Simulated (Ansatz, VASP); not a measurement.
**In2GaP3 in VASP and in Ansatz**

Contents of INCAR:

```
SYSTEM = In2GaP3
PREC     = Accurate       ! precision mode
ENCUT    = 600            ! plane-wave cutoff, eV
EDIFF    = 1E-6           ! SCF threshold, eV
ISMEAR   = 0              ! smearing method
SIGMA    = 0.1            ! smearing width, eV
LREAL    = .False.        ! projectors in reciprocal space
LASPH    = .True.         ! aspherical terms in the spheres
NELM     = 60             ! most SCF steps
ALGO     = Normal         ! electronic algorithm
ISIF     = 3              ! what is computed and relaxed
LWAVE    = .False.        ! write WAVECAR
LCHARG   = .False.        ! write CHGCAR
GGA      = PE             ! functional
IBRION   = 2              ! ionic algorithm
NSW      = 90             ! ionic steps
EDIFFG   = -0.04          ! ionic threshold
```

The input KPOINTS:

```
regular mesh
0
Gamma
  4 4 4
  0 0 0
```

Contents of POSCAR:

```
In2GaP3
1.0
    2.1326958700     -7.1630764000      0.0000000000
    2.1326958700      7.1630764000      0.0000000000
    0.0000000000      0.0000000000      4.4137534900
In Ga P
2 1 3
Direct
    0.1250000000      0.8750000000      0.5000000000
    0.8750000000      0.1250000000      0.5000000000
    0.0000000000      0.0000000000      0.0000000000
    0.5000000000      0.5000000000      0.5000000000
    0.3150000000      0.6850000000      0.0000000000
    0.6850000000      0.3150000000      0.0000000000
```

Input for Ansatz:

```yaml
crystal:
  lattice:
    - [2.13269587, -7.1630764, 0.0]
    - [2.13269587, 7.1630764, 0.0]
    - [0.0, 0.0, 4.41375349]
  atoms:
    - { symbol: In, position: [0.125, 0.875, 0.5] }
    - { symbol: In, position: [0.875, 0.125, 0.5] }
    - { symbol: Ga, position: [0.0, 0.0, 0.0] }
    - { symbol: P, position: [0.5, 0.5, 0.5] }
    - { symbol: P, position: [0.315, 0.685, 0.0] }
    - { symbol: P, position: [0.685, 0.315, 0.0] }
basis:
  ecutwfc: 420
kpoints:
  mp_grid: { grid: [4, 4, 4] }
hamiltonian:
  xc: pbe
scf:
  occupations: { method: gaussian, width: 0.1 }
  lower_state_search: "off"
output:
  forces: true
  stress: true
  eigenvalues: true
relax:
  adjacent_minimum: "off"
  f_tol: 0.04
  max_steps: 70
  cell: { stress_tol: 0.4 }
```

Change from the starting cell: species swapped into the TlAg3Te2 type (Cmmm, No. 65).

Alike in both runs: task relaxation of cell and atoms; functional PBE; k mesh 4 × 4 × 4; occupations gaussian, width 0.1 eV; no spin polarisation.

|  | VASP | Ansatz |
| --- | --- | --- |
| version | VASP 6.6.1 | Ansatz 0.2.0 |
| potentials or method | VASP PAW PBE potentials, release 64 (In_d, Ga_d, P), cutoff 600 eV | scalar-relativistic, plane waves, PAW |
| valence electrons in the cell | 54 | 54 |

|  | VASP | Ansatz | Ansatz less VASP |
| --- | --- | --- | --- |
| gap on the k mesh at the Fermi level, each at its own relaxed structure (eV) | none | none | - |
| relaxed volume (Å³/atom) | 22.08 | 21.10 | -0.978 |
| relaxed length of the cell vector where the two differ most in proportion (Å) | 5.158 | 3.675 | -1.4829 |

A gap of «none» marks a metal or a gap that the smearing closes. One of these differences is far larger than is usual between the two programs; its cause wasn't traced.

The k mesh is coarse, so the values compare programs but aren't converged.
